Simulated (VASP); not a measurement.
IrOs, 2 atoms in the cell. Symmetry: P-6m2, No. 187, hexagonal system. Conventional cell: a = 2.744 Å, b = 2.744 Å, c = 4.361 Å, α = 90.00°, β = 90.00°, γ = 120.00°. Within 3.6 Å of Os (site symmetry -6m2) lie 6 Ir at 2.70 Å and 6 Os at 2.74 Å. Ir (site symmetry -6m2) has 6 Os at 2.70 Å and 6 Ir at 2.74 Å within 3.6 Å. 

| Property | Result |
| --- | --- |
| Program | VASP 6.6.1 |
| Task | single point |
| Functional | LDA |
| Potentials or basis | VASP PAW LDA potentials, release 64 (Os, Ir) |
| Cutoff | 520 eV |
| k mesh | 14 × 14 × 8 |
| Occupations | fermi-dirac, width 0.1 eV |
| Spin | no spin polarisation |
| Dipole correction | no |
| Further INCAR settings | ALGO = Normal; EDIFF = 1e-07; NBANDS = 16 |

Potentials or basis: VASP PAW LDA potentials, release 64 (Os, Ir).

Command:

```bash
$ cat potpaw_LDA.64/Os/POTCAR potpaw_LDA.64/Ir/POTCAR > POTCAR
$ mpirun -np 1 vasp_std > vasp.out
```

Hardware: 1 thread of Intel Xeon 8259CL (shared host).

Q: How long does it take, and how much memory?

A: It took 80 s on 1 thread of Intel Xeon 8259CL, with other jobs on the host, peak memory 0.18 GiB. Counts: scf iterations 14, k points 120.
